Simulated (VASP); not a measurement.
# Os (Fm-3m) in VASP: further runs

The runs below take Os through single point, with PBEsol.

Program: VASP 6.6.1. These are calculated values, not measurements. Logs are shortened: lines on timing, memory, paths and dates and some standing lists are left out, and cuts for length are marked.

## 1. The cell of the first run

It takes space group Fm-3m (No. 225, cubic). Conventional cell: a = 3.890 Å, b = 3.890 Å, c = 3.890 Å, α = 90.00°, β = 90.00°, γ = 90.00°. Within 3.6 Å of Os (site symmetry m-3m) lie 12 Os at 2.75 Å.

## 2. Single point, PBEsol

Input file INCAR:

```
PREC = Accurate
ENCUT = 520
EDIFF = 1E-6
ISMEAR = 0
SIGMA = 0.15
LREAL = False
LASPH = True
NELM = 60
ALGO = Normal
ISIF = 2
LWAVE = False
LCHARG = False
GGA = PS
NBANDS = 10
```

Input file KPOINTS:

```
Automatic mesh
0
Gamma
  20 20 20
```

Input file POSCAR:

```
Os
1.0
    0.0000000000      1.9450000000      1.9450000000
    1.9450000000      0.0000000000      1.9450000000
    1.9450000000      1.9450000000      0.0000000000
Os
1
Direct
    0.0000000000      0.0000000000      0.0000000000
```

Potentials or basis: VASP PAW PBE potentials, release 64 (Os).

The run is started by

```bash
$ cat potpaw_PBE.64/Os/POTCAR > POTCAR
$ mpirun -np 1 vasp_std > vasp.out
```

OUTCAR:

```text
PREC = Accurate
   ENCUT = 520
   EDIFF = 1E-6
   ISMEAR = 0
   LREAL = False
   LASPH = True
   NELM = 60
   ISIF = 2
   GGA = PS

 ion  position               nearest neighbor table
   1  0.000  0.000  0.000-

  LATTYP: Found a face centered cubic cell.
 ALAT       =     3.8900000000

  Lattice vectors:

 A1 = (   0.0000000000,   1.9450000000,   1.9450000000)
 A2 = (   1.9450000000,   0.0000000000,   1.9450000000)
 A3 = (   1.9450000000,   1.9450000000,   0.0000000000)

Analysis of symmetry for initial positions (statically):
=====================================================================
 Subroutine PRICEL returns:
 Original cell was already a primitive cell.

 Routine SETGRP: Setting up the symmetry group for a
 face centered cubic supercell.

 Subroutine GETGRP returns: Found 48 space group operations
 (whereof 48 operations were pure point group operations)
 out of a pool of 48 trial point group operations.

The static configuration has the point symmetry O_h .

Analysis of symmetry for dynamics (positions and initial velocities):
=====================================================================
 Subroutine PRICEL returns:
 Original cell was already a primitive cell.

 Routine SETGRP: Setting up the symmetry group for a
 face centered cubic supercell.

 Subroutine GETGRP returns: Found 48 space group operations
 (whereof 48 operations were pure point group operations)
 out of a pool of 48 trial point group operations.

The dynamic configuration has the point symmetry O_h .

 Subroutine INISYM returns: Found 48 space group operations
 (whereof 48 operations are pure point group operations),
 and found     1 'primitive' translations

----------------------------------------------------------------------------------------

                                     Primitive cell

  volume of cell :      14.7160

  direct lattice vectors                    reciprocal lattice vectors
     0.000000000  1.945000000  1.945000000    -0.257069409  0.257069409  0.257069409
     1.945000000  0.000000000  1.945000000     0.257069409 -0.257069409  0.257069409
     1.945000000  1.945000000  0.000000000     0.257069409  0.257069409 -0.257069409

  length of vectors
     2.750645379  2.750645379  2.750645379     0.445257277  0.445257277  0.445257277

  position of ions in fractional coordinates (direct lattice)
     0.000000000  0.000000000  0.000000000

  ion indices of the primitive-cell ions
   primitive index   ion index
                 1           1

----------------------------------------------------------------------------------------

 KPOINTS: Automatic mesh

Automatic generation of k-mesh.
 Grid dimensions read from file:
 generate k-points for:   20   20   20

 Generating k-lattice:

  Cartesian coordinates                     Fractional coordinates (reciprocal lattice)
    -0.012853470  0.012853470  0.012853470     0.050000000  0.000000000  0.000000000
     0.012853470 -0.012853470  0.012853470     0.000000000  0.050000000  0.000000000
     0.012853470  0.012853470 -0.012853470     0.000000000  0.000000000  0.050000000

  Length of vectors
     0.022262864  0.022262864  0.022262864

  Shift w.r.t. Gamma in fractional coordinates (k-lattice)
     0.000000000  0.000000000  0.000000000

 Subroutine IBZKPT returns following result:
 ===========================================

 Found    256 irreducible k-points:

 Following reciprocal coordinates:
            Coordinates               Weight
  0.000000  0.000000  0.000000      1.000000
  0.050000  0.000000  0.000000      8.000000
  0.100000  0.000000  0.000000      8.000000
  0.150000  0.000000  0.000000      8.000000
  0.200000  0.000000  0.000000      8.000000
  0.250000  0.000000  0.000000      8.000000
[... 16 lines left out ...]
 -0.400000  0.050000  0.000000     24.000000
 -0.350000  0.050000  0.000000     24.000000
 [... further k-points ...]
   k-points           NKPTS =    256   k-points in BZ     NKDIM =    256   number of bands    NBANDS=     10
   number of dos      NEDOS =    301   number of ions     NIONS =      1
   total plane-waves  NPLWV =   8000
   dimension x,y,z NGX =    20 NGY =   20 NGZ =   20
   dimension x,y,z NGXF=    40 NGYF=   40 NGZF=   40
   ions per type =               1
   NGX,Y,Z   is equivalent  to a cutoff of  12.09, 12.09, 12.09 a.u.
   NGXF,Y,Z  is equivalent  to a cutoff of  24.18, 24.18, 24.18 a.u.
 SYSTEM =  unknown system
   PREC   = accura    normal or accurate (medium, high low for compatibility)
   ISTART =      0    job   : 0-new  1-cont  2-samecut
   ICHARG =      2    charge: 1-file 2-atom 10-const
   ISPIN  =      1    spin polarized calculation?
   LNONCOLLINEAR =      F non collinear calculations
   LSORBIT =      F    spin-orbit coupling
   LASPH  =      T    aspherical Exc in radial PAW
   ENCUT  =  520.0 eV  38.22 Ry    6.18 a.u.   5.11  5.11  5.11*2*pi/ulx,y,z
   NELM   =     60;   NELMIN=  2; NELMDL= -5     # of ELM steps
   EDIFF  = 0.1E-05   stopping-criterion for ELM
   LREAL  =      F    real-space projection
   EDIFFG = 0.1E-04   stopping-criterion for IOM
   NSW    =      0    number of steps for IOM
   IBRION =     -1    ionic relax: 0-MD 1-quasi-New 2-CG
   NFREE  =      0    steps in history (QN), initial steepest desc. (CG)
   ISIF   =      2    stress and relaxation
   ISYM   =      2    0-nonsym 1-usesym 2-fastsym
   POTIM  = 0.5000    time-step for ionic-motion
   TEBEG  =    0.0;   TEEND  =   0.0 temperature during run
   PSTRESS=    0.0 pullay stress
   NELECT =       8.0000    total number of electrons
   NUPDOWN=      -1.0000    fix difference up-down
   EMIN   =  10.00;   EMAX   =-10.00  energy-range for DOS
   EFERMI =   0.00;   METHOD = LEGACY
   ISMEAR =     0;   SIGMA  =   0.15  broadening in eV -4-tet -1-fermi 0-gaus
   EFERMI_NEDOS =   21; number of points for ismear=-14 and -15
   IALGO  =     38    algorithm
   IMIX   =      4    mixing-type and parameters
     AMIX     =   0.40;   BMIX     =  1.00
     AMIX_MAG =   1.60;   BMIX_MAG =  1.00
  volume/ion in A,a.u.               =      14.72        99.31
  Fermi-wavevector in a.u.,A,eV,Ry     =   1.336109  2.524880 24.288947  1.785187
  Thomas-Fermi vector in A             =   2.464761
   LORBIT       =      0    0 simple, 1 ext, 2 COOP (PROOUT), +10 PAW based schemes
   GGA     = PS    functional components
   LHFCALC =     F    Hartree Fock is set to
   AEXX    =    0.0000 exact exchange contribution
   IVDW    =     0    specifies the selected vdW correction
   LEPSILON=     F    determine dielectric tensor
   LRPA    =     F    only Hartree local field effects (RPA)
 non-spin polarized calculation
 Gauss-broadening in eV      SIGMA  =   0.15
  energy-cutoff  :      520.00
  volume of cell :       14.72
 maximum number of plane-waves:       415
   NGX = 11   NGY = 11   NGZ = 11

 number of electron       8.0000000 magnetization

 Free energy of the ion-electron system (eV)
  ---------------------------------------------------
  ext. energy  EPLUGINS =         0.00000000
  ---------------------------------------------------
  free energy    TOTEN  =       -12.05287191 eV

  energy without entropy =      -12.04080959  energy(sigma->0) =      -12.04684075

 E-fermi :   8.4696     XC(G=0): -13.8642

 val. band max:        8.4507626718   @ k =  -0.2500   0.2000   0.0500
 cond. band min:       8.4707004929   @ k =  -0.3500   0.4500   0.1500
 fundamental gap:      0.0199378210
 Fermi energy:         8.4695767462

 k-point     1 :       0.0000    0.0000    0.0000
  band No.  band energies     occupation
      1      -1.9836      2.00000
      2       5.6403      2.00000
      3       5.6403      2.00000
      4       5.6403      2.00000
      5       8.4788      0.93093
      6       8.4788      0.93093
      7      22.7305      0.00000
      8      28.2366      0.00000
      9      28.2366      0.00000
     10      28.2366      0.00000

 k-point     2 :       0.0500    0.0000    0.0000
  band No.  band energies     occupation
      1      -1.8722      2.00000
      2       5.5732      2.00000
      3       5.6911      2.00000
      4       5.6911      2.00000
      5       8.4426      1.20084
      6       8.4426      1.20084
      7      22.9362      0.00000
      8      27.6162      0.00000
      9      28.4309      0.00000
     10      28.4309      0.00000

 k-point     3 :       0.1000    0.0000    0.0000
  band No.  band energies     occupation
      1      -1.5472      2.00000
      2       5.3951      2.00000
      3       5.8279      2.00000
      4       5.8279      2.00000
      5       8.3571      1.71114
      6       8.3571      1.71113
      7      23.5121      0.00000
      8      26.3793      0.00000
      9      29.0002      0.00000
     10      29.0002      0.00000

 k-point     4 :       0.1500    0.0000    0.0000
  band No.  band energies     occupation
      1      -1.0388      2.00000
      2       5.1693      2.00000
      3       5.9983      2.00000
      4       5.9983      2.00000
      5       8.2931      1.90385
      6       8.2931      1.90385
      7      24.2494      0.00000
      8      25.1539      0.00000
      9      29.9048      0.00000
     10      29.9048      0.00000
[... 222 lines left out ...]
 k-point    22 :      -0.4500    0.0500    0.0000
  band No.  band energies     occupation
      1       1.2549      2.00000
      2       5.4248      2.00000
      3       5.5910      2.00000
      4       7.7404      2.00000
      5      10.5376      0.00000
      6      11.1082      0.00000
      7      16.9598      0.00000
      8      22.5195      0.00000
      9      28.0541      0.00000
     10      28.5756      0.00000

 k-point    23 :      -0.4000    0.0500    0.0000
  band No.  band energies     occupation
      1       1.2489      2.00000
      2       5.5215      2.00000
      3       5.6609      2.00000
      4       7.0597      2.00000
      5      10.1169      0.00000
      6      10.8306      0.00000
      7      17.9810      0.00000
      8      22.8937      0.00000
      9      28.4403      0.00000
     10      29.5120      0.00000

 k-point    24 :      -0.3500    0.0500    0.0000
  band No.  band energies     occupation
      1       1.1851      2.00000
      2       5.6744      2.00000
      3       5.7932      2.00000
      4       6.1580      2.00000
      5       9.5484      0.00000
      6      10.3563      0.00000
      7      19.3865      0.00000
      8      23.6194      0.00000
      9      29.2835      0.00000
     10      30.9275      0.00000

 [... further k-points ...]
[... 5 lines left out ...]
  --------------------------------------------------------------------------------------
  -------------------------------------------------------------------------------------
  Total       -1.8455482     -1.8455482     -1.8455482     -0.0000000      0.0000000      0.0000000
  in kB     -200.9310955   -200.9310955   -200.9310955     -0.0000000      0.0000000      0.0000000
  external PRESSURE =    -200.9310955 kB  Pullay stress =       0.0000000 kB

 VOLUME and BASIS-vectors are now :
 -----------------------------------------------------------------------------
  energy-cutoff  :      520.00
  volume of cell :       14.72
      direct lattice vectors                 reciprocal lattice vectors
     0.000000000  1.945000000  1.945000000    -0.257069409  0.257069409  0.257069409
     1.945000000  0.000000000  1.945000000     0.257069409 -0.257069409  0.257069409
     1.945000000  1.945000000  0.000000000     0.257069409  0.257069409 -0.257069409

 POSITION                                       TOTAL-FORCE (eV/Angst)
 -----------------------------------------------------------------------------------
      0.00000      0.00000      0.00000         0.000000     -0.000000     -0.000000
 -----------------------------------------------------------------------------------
    total drift:                                0.000000      0.000000     -0.000000

  FREE ENERGIE OF THE ION-ELECTRON SYSTEM (eV)
  ---------------------------------------------------
  free  energy   TOTEN  =       -12.0528719123 eV

  energy  without entropy=      -12.0408095941  energy(sigma->0) =      -12.04684075
```

It took 11 s on 1 thread of Intel Xeon 6975P-C (Granite Rapids), shared host; peak memory 0.15 GiB.

What came out:

```yaml
Free_energy: -12.0529 eV
Pressure: -20.1 GPa
Band_gap_on_the_k_mesh: zero (band 4 reaches 10.68 eV, above the bottom of band 5 at 6.99 eV)
```

Caveat: the PAW data sets were made with another functional, which shifts forces and pressure a little; spin-orbit coupling is left out, which moves the levels of the heavy elements.

## 3. Single point, PBEsol

Input file INCAR:

```
SYSTEM = Os
  PREC = Accurate
  ENCUT = 520
  EDIFF = 1E-6
  ISMEAR = 0
  SIGMA = 0.15
  LREAL = .False.
  LASPH = .True.
  NELM = 100
  ALGO = Normal
  ISIF = 2
  LWAVE = .False.
  LCHARG = .False.
  GGA = PS
  NBANDS = 10
```

Input file KPOINTS:

```
regular mesh
0
Gamma
  24 24 24
  0 0 0
```

POSCAR is that of step 2.

Potentials or basis: VASP PAW PBE potentials, release 64 (Os).

The run is started by

```bash
$ cat potpaw_PBE.64/Os/POTCAR > POTCAR
$ mpirun -np 1 vasp_std > vasp.out
```

Wall time 18 s (1 thread of Intel Xeon 6975P-C (Granite Rapids), shared host); peak memory 0.17 GiB.

The run converged. Its results:

* Free energy: -12.0537 eV
* Pressure: -20.1 GPa
* Band gap on the k mesh: zero (band 4 reaches 10.67 eV, above the bottom of band 5 at 7.10 eV)

Levels at points of the mesh, in eV from the Fermi level:
| k point | band 1 | band 2 | band 3 | band 4 | band 5 | band 6 | band 7 | band 8 | band 9 |
| --- | --- | --- | --- | --- | --- | --- | --- | --- | --- |
| (0.00, 0.00, 0.00) | -10.42 | -2.80 | -2.80 | -2.80 | 0.04 | 0.04 | 14.30 | 19.80 | 19.80 |
| (0.50, 0.00, 0.00) | -7.28 | -2.94 | -2.94 | -0.23 | 2.28 | 2.28 | 8.35 | 13.81 | 19.86 |
| (0.50, 0.50, 0.00) | -7.11 | -6.42 | 2.23 | 2.24 | 2.91 | 2.91 | 11.44 | 11.93 | 11.93 |

Caveat: the PAW data sets were made with another functional, which shifts forces and pressure a little; spin-orbit coupling is left out, which moves the levels of the heavy elements.
